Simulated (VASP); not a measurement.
Input of a VASP 6.6.1 run:

Contents of INCAR:

```
SYSTEM = Al12H
ALGO     = Normal         ! electronic algorithm
DIPOL    = 0.5 0.5 0.320
EDIFF    = 1E-7           ! SCF threshold, eV
ENCUT    = 520            ! plane-wave cutoff, eV
GGA      = PE             ! functional
IDIPOL   = 3            
ISIF     = 2              ! what is computed and relaxed
ISMEAR   = 0              ! smearing method
LASPH    = .TRUE.         ! aspherical terms in the spheres
LCHARG   = .TRUE.         ! write CHGCAR
LDIPOL   = .TRUE.       
LELF     = .TRUE.         ! ELF
LREAL    = .FALSE.        ! projectors in reciprocal space
LVACPOTAV= .TRUE.       
LVHAR    = .TRUE.       
LWAVE    = .FALSE.        ! write WAVECAR
NBANDS   = 30             ! bands
NELM     = 80             ! most SCF steps
PREC     = Accurate       ! precision mode
SIGMA    = 0.1            ! smearing width, eV
```

File KPOINTS:

```
k-points
0
G
  6 6 1
  0 0 0
```

Contents of POSCAR:

```
Al12H
1.0
    5.7143028096      0.0000000000      0.0000000000
   -2.8571514048      4.9487313980      0.0000000000
    0.0000000000      0.0000000000     20.1016424997
Al H
12 1
Direct
    0.3333333333      0.1666666667      0.1989887145
    0.3333333333      0.6666666667      0.1989887145
    0.8333333333      0.1666666667      0.1989887145
    0.8333333333      0.6666666667      0.1989887145
    0.1666666667      0.3333333333      0.3134533090
    0.1666666667      0.8333333333      0.3134533090
    0.6666666667      0.3333333333      0.3134533090
    0.6666666667      0.8333333333      0.3134533090
    0.0000000000      0.0000000000      0.4279074459
    0.0000000000      0.5000000000      0.4279074459
    0.5000000000      0.0000000000      0.4279074459
    0.5000000000      0.5000000000      0.4279074459
    0.1666666667      0.3333333333      0.3979842858
```

Potentials or basis: VASP PAW PBE potentials, release 64 (Al, H).

Launch:

```console
$ cat potpaw_PBE.64/Al/POTCAR potpaw_PBE.64/H/POTCAR > POTCAR
$ mpirun -np 1 vasp_std > vasp.out
```

Question: What does it give for the largest force?

Answer: 1.296 eV/Å.

Forces in eV/Å, atoms in the order of the input:
```
Al   0.004 -0.002 -0.061
Al   0.000  0.004 -0.061
Al  -0.004 -0.002 -0.061
Al   0.000  0.000 -0.065
Al   0.000  0.000 -1.296
Al  -0.014 -0.008  0.020
Al   0.000  0.016  0.020
Al   0.014 -0.008  0.020
Al   0.000 -0.940  0.481
Al  -0.814  0.470  0.481
Al   0.000  0.000  0.041
Al   0.814  0.470  0.481
H    0.000  0.000 -0.001
```
